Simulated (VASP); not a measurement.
The system is SiO2.

```
CELL_PARAMETERS angstrom
5.08370 0.00000 0.00000
0.00000 5.08370 0.00000
0.00000 0.00000 7.10088
ATOMIC_POSITIONS crystal
Si 0.29386 0.29386 0.00000
Si 0.20614 0.79386 0.25000
Si 0.70614 0.70614 0.50000
Si 0.79386 0.20614 0.75000
O 0.24118 0.09345 0.17423
O 0.40655 0.74118 0.42423
O 0.75882 0.90655 0.67423
O 0.59345 0.25882 0.92423
O 0.74118 0.40655 0.57577
O 0.90655 0.75882 0.32577
O 0.25882 0.59345 0.07577
O 0.09345 0.24118 0.82577
```

```yaml
Program: VASP 6.6.1
Task: relaxation of cell and atoms
Functional: PBE
Dispersion: D3(BJ)
Potentials_or_basis: VASP PAW PBE potentials, release 64 (Si, O)
Cutoff: 600 eV
k_mesh: 6 × 6 × 4
Occupations: gaussian, width 0.02 eV
Spin: no spin polarisation
```

At the start: pressure -1.5 GPa; volume 15.29 Å³/atom.

Q: Where does the relaxation end?

A: Over 37 steps the energy falls by 8.2 meV/atom and the volume is 13.68 Å³/atom (-10.6 %); space group P4_12_12 (No. 92, to 0.1 Å) before and after.

The path:
```csv
step,energy change (eV),largest force (eV/Å),pressure (GPa),volume (Å³)
1,0.0000,0.0239,-1.47,183.52
2,0.0032,0.1902,1.79,179.82
3,-0.0079,0.0826,0.00,181.81
4,-0.0103,0.0783,0.00,181.54
5,-0.0171,0.0665,-0.02,180.74
6,-0.0284,0.1310,-0.04,179.14
7,-0.0418,0.2704,-0.23,175.96
8,-0.0432,0.3367,-0.38,174.50
9,-0.0444,0.3186,-0.35,174.31
10,-0.0478,0.2644,-0.26,173.75
11,-0.0529,0.1913,-0.08,172.62
12,-0.0561,0.3723,0.30,170.38
13,-0.0585,0.3584,0.34,170.03
14,-0.0651,0.3172,0.42,168.99
15,-0.0751,0.2343,0.61,166.92
16,-0.0818,0.1203,0.87,162.82
17,-0.0820,0.1101,0.85,163.33
18,-0.0847,0.1057,0.49,163.59
19,-0.0879,0.1183,-0.56,164.38
20,-0.0907,0.0965,-0.46,164.32
21,-0.0949,0.0537,-0.18,164.16
22,-0.0950,0.0695,-0.15,164.13
23,-0.0957,0.0301,0.05,163.97
24,-0.0958,0.0389,0.08,163.94
25,-0.0963,0.0225,0.13,163.90
26,-0.0971,0.0319,0.27,163.77
27,-0.0975,0.0171,0.05,163.95
28,-0.0975,0.0329,-0.12,164.10
29,-0.0975,0.0224,-0.03,164.02
30,-0.0976,0.0180,-0.03,164.05
31,-0.0978,0.0184,-0.03,164.12
32,-0.0977,0.0375,-0.04,164.25
33,-0.0979,0.0201,-0.03,164.16
34,-0.0978,0.0284,0.04,164.15
35,-0.0979,0.0056,0.00,164.16
36,-0.0979,0.0058,0.00,164.16
37,-0.0979,0.0032,0.02,164.15
```

Final structure:
```yaml
crystal:
  lattice:
    - [4.92195, 0.00000, 0.00000]
    - [0.00000, 4.92195, 0.00000]
    - [0.00000, 0.00000, 6.77604]
  atoms:
    - { symbol: Si, position: [0.31225, 0.31225, 0.00000] }
    - { symbol: Si, position: [0.18775, 0.81225, 0.25000] }
    - { symbol: Si, position: [0.68775, 0.68775, 0.50000] }
    - { symbol: Si, position: [0.81225, 0.18775, 0.75000] }
    - { symbol: O, position: [0.23384, 0.12915, 0.19163] }
    - { symbol: O, position: [0.37085, 0.73384, 0.44163] }
    - { symbol: O, position: [0.76616, 0.87085, 0.69163] }
    - { symbol: O, position: [0.62915, 0.26616, 0.94163] }
    - { symbol: O, position: [0.73384, 0.37085, 0.55837] }
    - { symbol: O, position: [0.87085, 0.76616, 0.30837] }
    - { symbol: O, position: [0.26616, 0.62915, 0.05837] }
    - { symbol: O, position: [0.12915, 0.23384, 0.80837] }
```
